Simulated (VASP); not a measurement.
Runs of VASP 6.6.1 on Ni. The structure is that of space group Fm-3m (No. 225), or close to it. The cells are those of the table. 

```csv
task,level,potentials or basis,spin,U,fixed moment (μB),cell,k mesh,cutoff (eV),smearing,k mesh for the DOS,occupations for the DOS,second run,gap on the mesh (eV),pressure (GPa),moment (μB)
single point,PBE,"VASP PAW PBE potentials, release 64 (Ni)","collinear, ferromagnetic start",-,-,"a = 2.457 Å, angles 60.0°, 1 atom",13 × 13 × 13,520,gaussian 0.028 eV,-,-,-,none,7.8,0.62
single point,PBE,"VASP PAW PBE potentials, release 64 (Ni)","collinear, ferromagnetic start",-,2.0,"a = 2.457 Å, angles 60.0°, 1 atom",11 × 11 × 11,520,fermi-dirac 0.05 eV,-,-,-,-,(a),2.00
single point,PBE,"VASP PAW PBE potentials, release 64 (Ni)",off,-,-,"a = 2.457 Å, angles 60.0°, 1 atom",13 × 13 × 13,520,fermi-dirac 0.05 eV,-,-,-,none,(b),-
single point,PBE,"VASP PAW PBE potentials, release 64 (Ni)","collinear, ferromagnetic start",-,-,"a = 2.457 Å, angles 60.0°, 1 atom",13 × 13 × 13,520,gaussian 0.016 eV,-,-,-,none,7.7,0.62
density of states,PBEsol+U,"VASP PAW PBE potentials, release 64 (Ni)","collinear, ferromagnetic start",Ni d U = 8.0 eV,-,"a = 2.457 Å, angles 60.0°, 1 atom",13 × 13 × 13,520,fermi-dirac 0.05 eV,20 × 20 × 20,tetrahedron,-,-,-,0.81
single point,LDA,"VASP PAW LDA potentials, release 64 (Ni)","collinear, ferromagnetic start",-,-,"a = 2.490 Å, angles 60.0°, 1 atom",13 × 13 × 13,520,fermi-dirac 0.05 eV,-,-,-,none,-17.4,0.62
single point,PBE,"VASP PAW PBE potentials, release 64 (Ni)","collinear, ferromagnetic start",-,-,"a = 2.457 Å, angles 60.0°, 1 atom",13 × 13 × 13,520,gaussian 0.017 eV,-,-,-,none,7.8,0.62
single point,PBEsol,"VASP PAW PBE potentials, release 64 (Ni_sv_GW)","collinear, ferromagnetic start",-,0.8,"a = 2.457 Å, angles 60.0°, 1 atom",11 × 11 × 11,590,fermi-dirac 0.05 eV,-,-,valence_matched,-,-4.8,0.80
```

Question: Fill in the values left out.

Answer: (a) 37.9; (b) 6.9.

Caveats: the total moment is fixed, so each spin has its own Fermi level (some runs); the PAW data sets were made with another functional, which shifts forces and pressure a little (some runs); the U is typed as a test and isn't derived for this compound (some runs); tetrahedron occupations give inexact forces and stress in metals (some runs).

A gap of «none» marks levels without a gap at the run's occupations.

The runs don't all hold the same shells in valence.
